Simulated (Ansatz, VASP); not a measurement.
**Two plane-wave programs on Al2O3**

INCAR

```
ALGO = Normal
EDIFF = 1E-6
ENCUT = 520
ISIF = 2
ISMEAR = -1
LASPH = True
LCHARG = False
LREAL = False
LWAVE = False
NBANDS = 20
NELM = 80
PREC = Accurate
SIGMA = 0.05
```

KPOINTS

```
k-points
0
Gamma
  11 11 3
```

File POSCAR:

```
Al2O3
1.0
    2.8843249483      0.0000000000      0.0000000000
   -1.4421624742      2.4978986780      0.0000000000
    0.0000000000      0.0000000000      9.3367544600
Al O
2 3
Direct
    0.0000000000      0.0000000000      0.8500076700
    0.0000000000      0.0000000000      0.1499923300
    0.3333333333      0.6666666667      0.7776830800
    0.6666666667      0.3333333333      0.0000000000
    0.3333333333      0.6666666667      0.2223169200
```

The input input.yaml:

```yaml
crystal:
  lattice:
    - [2.8843249483, 0.0, 0.0]
    - [-1.4421624742, 2.497898678, 0.0]
    - [0.0, 0.0, 9.33675446]
  atoms:
    - { symbol: Al, position: [0.0, 0.0, 0.85000767] }
    - { symbol: Al, position: [0.0, 0.0, 0.14999233] }
    - { symbol: O, position: [0.3333333333, 0.6666666667, 0.77768308] }
    - { symbol: O, position: [0.6666666667, 0.3333333333, 0.0] }
    - { symbol: O, position: [0.3333333333, 0.6666666667, 0.22231692] }
hamiltonian:
  xc: lda
  pseudopotentials: { kind: paw }
kpoints:
  mp_grid: { grid: [11, 11, 3] }
  band_path:
    path:
      - [[0.0, 0.0, 0.0], [0.5, 0.0, 0.0], [0.3333333333, 0.3333333333, 0.0], [0.0, 0.0, 0.0], [0.0, 0.0, 0.5], [0.5, 0.0, 0.5], [0.3333333333, 0.3333333333, 0.5], [0.0, 0.0, 0.5]]
      - [[0.5, 0.0, 0.5], [0.5, 0.0, 0.0]]
      - [[0.3333333333, 0.3333333333, 0.0], [0.3333333333, 0.3333333333, 0.5]]
    npoints: 14
scf:
  occupations: { method: fermi_dirac, width: 0.05 }
  n_extra_bands: 12
output:
  forces: true
  stress: true
  eigenvalues: true
  fatbands: false
```

Alike in both runs: functional LDA; k mesh 11 × 11 × 3; occupations fermi-dirac, width 0.05 eV; no spin polarisation.

|  | VASP | Ansatz |
| --- | --- | --- |
| version | VASP 6.6.1 | Ansatz 0.2.0 |
| potentials or method | VASP PAW LDA potentials, release 64 (Al, O) | Ansatz PAW |
| plane-wave cutoff (eV) | 520 | 420 |
| valence electrons in the cell | 24 | 24 |
| task | single point | band structure |

VASP gave:

| Item | Value |
| --- | --- |
| gap on the k mesh at the Fermi level (eV) | 4.74 |
| least direct gap on the mesh (eV) | 4.99 |
| pressure (GPa) | -6.4 |
| traceless stress, the component that is largest in VASP (GPa) | 1.40 |
| rms of the force components (eV/Å) | 0.182 |

Task: Which values does Ansatz return?

Result: gap on the k mesh at the Fermi level (eV): 4.76; least direct gap on the mesh (eV): 5.01; pressure (GPa): -7.0; traceless stress, the component that is largest in VASP (GPa): 1.90; rms of the force components (eV/Å): 0.192.

LDA's correlation is that of Perdew and Zunger in VASP and of Perdew and Wang (1992) in Ansatz. Atom by atom the forces differ by 0.010 eV/Å (rms over components).
